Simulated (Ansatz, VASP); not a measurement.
**One calculation of ZnS, two programs**

Contents of INCAR:

```
  PREC = Accurate
  ENCUT = 520
  EDIFF = 1E-7
  ISMEAR = 0
  SIGMA = 0.05
  LREAL = False
  LASPH = True
  NELM = 60
  ALGO = Normal
  ISIF = 2
  LWAVE = False
  LCHARG = False
  GGA = PE
  NBANDS = 16
```

Contents of KPOINTS:

```
regular mesh
0
Gamma
  8 8 8
```

POSCAR

```
ZnS
1.0
    0.0000000000      2.7215639846      2.7215639846
    2.7215639846      0.0000000000      2.7215639846
    2.7215639846      2.7215639846      0.0000000000
Zn S
1 1
Direct
    0.0000000000      0.0000000000      0.0000000000
    0.6397692644      0.6397692644      0.7822858350
```

Input for Ansatz:

```yaml
crystal:
  lattice:
    - [0.0, 2.7215639846, 2.7215639846]
    - [2.7215639846, 0.0, 2.7215639846]
    - [2.7215639846, 2.7215639846, 0.0]
  atoms:
    - { symbol: Zn, position: [0.0, 0.0, 0.0] }
    - { symbol: S, position: [0.6397692644, 0.6397692644, 0.782285835] }
basis:
  ecutwfc: 420
kpoints:
  mp_grid: { grid: [8, 8, 8] }
hamiltonian:
  xc: pbe
scf:
  occupations: { method: gaussian, width: 0.05 }
output:
  forces: true
  stress: true
  eigenvalues: true
  write_density: true
  write_potential: true
  elf: true
  volumetric_format: npy
```

Alike in both runs: task single point; functional PBE; k mesh 8 × 8 × 8; occupations gaussian, width 0.05 eV; no spin polarisation.

|  | VASP | Ansatz |
| --- | --- | --- |
| version | VASP 6.6.1 | Ansatz 0.2.0 |
| potentials or method | VASP PAW PBE potentials, release 64 (Zn, S), cutoff 520 eV | scalar-relativistic, plane waves, PAW |
| valence electrons in the cell | 18 | 18 |

|  | VASP | Ansatz | Ansatz less VASP |
| --- | --- | --- | --- |
| gap on the k mesh at the Fermi level (eV) | 2.01 | 1.99 | -0.015 |
| least direct gap on the mesh (eV) | 2.01 | 1.99 | -0.015 |
| pressure (GPa) | 8.7 | 8.5 | -0.18 |
| traceless stress, the component that is largest in VASP (GPa) | -11.57 | -11.40 | +0.169 |
| rms of the force components (eV/Å) | 1.313 | 1.301 | -0.0114 |

Atom by atom the forces differ by 0.011 eV/Å (rms over components).
